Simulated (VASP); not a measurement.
# Te (Pm-3m) in VASP: notebook, part 2 of 2

VASP 6.6.1. Earlier steps stand in the parts before.

## 4. Relaxation of cell and atoms, PBE

File INCAR:

```
SYSTEM = Te
ALGO     = Normal         ! electronic algorithm
EDIFF    = 1E-7           ! SCF threshold, eV
EDIFFG   = -0.005         ! ionic threshold
ENCUT    = 600            ! plane-wave cutoff, eV
GGA      = PE             ! functional
IBRION   = 2              ! ionic algorithm
ISIF     = 3              ! what is computed and relaxed
ISMEAR   = -1             ! smearing method
LASPH    = .TRUE.         ! aspherical terms in the spheres
LCHARG   = .FALSE.        ! write CHGCAR
LREAL    = .FALSE.        ! projectors in reciprocal space
LWAVE    = .FALSE.        ! write WAVECAR
NELM     = 60             ! most SCF steps
NSW      = 45             ! ionic steps
PREC     = Accurate       ! precision mode
SIGMA    = 0.05           ! smearing width, eV
```

File KPOINTS:

```
k-points
0
G
  13 13 13
  0 0 0
```

File POSCAR:

```
Te
1.0
    3.1999713889      0.0000000000      0.0000000000
    0.0000000000      3.1999713889      0.0000000000
    0.0000000000      0.0000000000      3.1999713889
Te
1
Direct
    0.0000000000      0.0000000000      0.0000000000
```

Potentials or basis: VASP PAW PBE potentials, release 64 (Te).

Command:

```bash
$ cat potpaw_PBE.64/Te/POTCAR > POTCAR
$ mpirun -np 1 vasp_std > vasp.out
```

OUTCAR:

```text
SYSTEM = Te
   EDIFF = 1E-7
   EDIFFG = -0.005
   ENCUT = 600
   GGA = PE
   IBRION = 2
   ISIF = 3
   ISMEAR = -1
   LASPH = .TRUE.
   LREAL = .FALSE.
   NELM = 60
   NSW = 45
   PREC = Accurate

 ion  position               nearest neighbor table
   1  0.000  0.000  0.000-

  LATTYP: Found a simple cubic cell.
 ALAT       =     3.1999713889

  Lattice vectors:

 A1 = (   3.1999713889,   0.0000000000,   0.0000000000)
 A2 = (   0.0000000000,   3.1999713889,   0.0000000000)
 A3 = (   0.0000000000,   0.0000000000,   3.1999713889)

Analysis of symmetry for initial positions (statically):
=====================================================================
 Subroutine PRICEL returns:
 Original cell was already a primitive cell.

 Routine SETGRP: Setting up the symmetry group for a
 simple cubic supercell.

 Subroutine GETGRP returns: Found 48 space group operations
 (whereof 48 operations were pure point group operations)
 out of a pool of 48 trial point group operations.

The static configuration has the point symmetry O_h .

Analysis of symmetry for dynamics (positions and initial velocities):
=====================================================================
[... 201 lines left out ...]

 E-fermi :   6.4684     XC(G=0):  -9.2799

 val. band max:        6.4033080254   @ k =   0.2308   0.2308   0.1538
 cond. band min:       6.4841105118   @ k =   0.4615   0.3846   0.2308
 fundamental gap:      0.0808024865
 Fermi energy:         6.4683763572

 k-point     1 :       0.0000    0.0000    0.0000
  band No.  band energies     occupation
      1      -7.1716      2.00000
      2       7.6112      0.00000
      3       7.6112      0.00000
      4       7.6112      0.00000
      5      12.4700      0.00000
      6      12.4700      0.00000
      7      12.9161      0.00000
[... 221 lines left out ...]
 k-point    24 :       0.3846    0.3077    0.0000
  band No.  band energies     occupation
      1      -4.7683      2.00000
      2       2.1249      2.00000
      3       3.5951      2.00000
      4       9.5747      0.00000
      5      10.8671      0.00000
      6      15.4431      0.00000
      7      18.4993      0.00000

 [... further k-points ...]
[... 5 lines left out ...]
  --------------------------------------------------------------------------------------
  -------------------------------------------------------------------------------------
  Total        0.0047661      0.0047661      0.0047661     -0.0000000     -0.0000000      0.0000000
  in kB        0.2333705      0.2333705      0.2333705     -0.0000000     -0.0000000      0.0000000
  external PRESSURE =       0.2333705 kB  Pullay stress =       0.0000000 kB

 VOLUME and BASIS-vectors are now :
 -----------------------------------------------------------------------------
  energy-cutoff  :      600.00
  volume of cell :       32.72
      direct lattice vectors                 reciprocal lattice vectors
     3.198465277 -0.000000000 -0.000000000     0.312649947  0.000000000 -0.000000000
    -0.000000000  3.198465277 -0.000000000     0.000000000  0.312649947 -0.000000000
     0.000000000  0.000000000  3.198465277     0.000000000  0.000000000  0.312649947

 POSITION                                       TOTAL-FORCE (eV/Angst)
 -----------------------------------------------------------------------------------
      0.00000      0.00000      0.00000         0.000000      0.000000      0.000000
 -----------------------------------------------------------------------------------
    total drift:                                0.000000      0.000000      0.000000

  FREE ENERGIE OF THE ION-ELECTRON SYSTEM (eV)
  ---------------------------------------------------
  free  energy   TOTEN  =        -3.1044298484 eV

  energy  without entropy=       -3.1000806431  energy(sigma->0) =       -3.10225525

 reached required accuracy - stopping structural energy minimisation
```

OSZICAR:

```text
N       E                     dE             d eps       ncg     rms          rms(c)
DAV:   1     0.130580553328E+02    0.13058E+02   -0.24881E+03  1176   0.737E+02
DAV:   2    -0.274102766223E+01   -0.15799E+02   -0.15014E+02  1589   0.788E+01
DAV:   3    -0.309726590466E+01   -0.35624E+00   -0.35446E+00  1400   0.137E+01
DAV:   4    -0.309941540101E+01   -0.21495E-02   -0.21495E-02  1771   0.133E+00
DAV:   5    -0.309942779305E+01   -0.12392E-04   -0.12392E-04  1505   0.684E-02    0.733E+00
DAV:   6    -0.310230955403E+01   -0.28818E-02   -0.93565E-04  1631   0.256E-01    0.449E+00
DAV:   7    -0.310438342961E+01   -0.20739E-02   -0.22237E-03  1435   0.392E-01    0.102E-01
DAV:   8    -0.310441881080E+01   -0.35381E-04   -0.55005E-05  1596   0.584E-02    0.317E-02
DAV:   9    -0.310442472779E+01   -0.59170E-05   -0.10132E-05  1400   0.234E-02    0.115E-02
DAV:  10    -0.310442489456E+01   -0.16677E-06   -0.21694E-07  1645   0.349E-03    0.377E-03
DAV:  11    -0.310442520382E+01   -0.30926E-06   -0.10120E-06  1351   0.643E-03    0.298E-03
DAV:  12    -0.310442531413E+01   -0.11031E-06   -0.81924E-09  1134   0.644E-04    0.108E-03
DAV:  13    -0.310442533413E+01   -0.20001E-07   -0.67800E-09   840   0.601E-04
   1 F= -.31044253E+01 E0= -.31022422E+01  d E =-.310443E+01
       N       E                     dE             d eps       ncg     rms          rms(c)
DAV:   1    -0.310445337154E+01   -0.28057E-04   -0.65956E-04  1295   0.135E-01    0.242E-02
DAV:   2    -0.310443697073E+01    0.16401E-04   -0.19577E-05  1372   0.317E-02    0.134E-02
DAV:   3    -0.310442983398E+01    0.71367E-05   -0.19112E-05  1281   0.223E-02    0.183E-02
DAV:   4    -0.310442984839E+01   -0.14406E-07   -0.29394E-07  1533   0.446E-03
   2 F= -.31044298E+01 E0= -.31022552E+01  d E =-.451426E-05
```

CONTCAR:

```text
Te
   1.00000000000000
     3.1984652772604352   -0.0000000000000000   -0.0000000000000000
    -0.0000000000000000    3.1984652772604352   -0.0000000000000000
     0.0000000000000000    0.0000000000000000    3.1984652772604347
  Te
     1
Direct
     0.0000000000000000    0.0000000000000000    0.0000000000000000

  0.00000000E+00  0.00000000E+00  0.00000000E+00
```

It took 25 s on 1 thread of Intel Xeon 6975P-C, shared host; peak memory 0.18 GiB.

What came out:

| Item | Value |
| --- | --- |
| Free energy | -3.1044 eV |
| Relaxed volume | 32.72 Å³/atom |
| Relaxed cell | a = 3.198 Å, b = 3.198 Å, c = 3.198 Å, α = 90.00°, β = 90.00°, γ = 90.00° |
| Space group after relaxing (to 0.05 Å) | Pm-3m (No. 221) |
| Energy gained by relaxing | 0.0 meV/atom |
| Ionic steps | 2 |
| Pressure after relaxing | 0.0 GPa |
| Band gap on the k mesh | zero (band 3 reaches 8.94 eV, above the bottom of band 4 at 3.53 eV) |

Final structure:
```yaml
crystal:
  lattice:
    - [3.19847, 0.00000, 0.00000]
    - [0.00000, 3.19847, 0.00000]
    - [0.00000, 0.00000, 3.19847]
  atoms:
    - { symbol: Te, position: [0.00000, 0.00000, 0.00000] }
```

Caveat: spin-orbit coupling is left out, which moves the levels of the heavy elements.

## 5. Summary

| task | cell | cutoff (eV) | gap on the mesh (eV) | pressure (GPa) | relaxed volume (Å³/atom) |
| --- | --- | --- | --- | --- | --- |
| single point | a = 3.200 Å, 1 atom | 520 | none | 0.0 | - |
| relaxation of cell and atoms | relaxed from a = 3.152 Å, 1 atom | 600 | none | 0.0 | 32.73 |
| relaxation of cell and atoms | relaxed from a = 3.200 Å, 1 atom | 600 | none | 0.0 | 32.72 |

Alike in all rows: level PBE; potentials or basis VASP PAW PBE potentials, release 64 (Te); no spin polarisation; k mesh 13 × 13 × 13; smearing fermi-dirac 0.05 eV.

Caveats: spin-orbit coupling is left out, which moves the levels of the heavy elements.

Absolute energies hang on the potentials; compare differences alone.
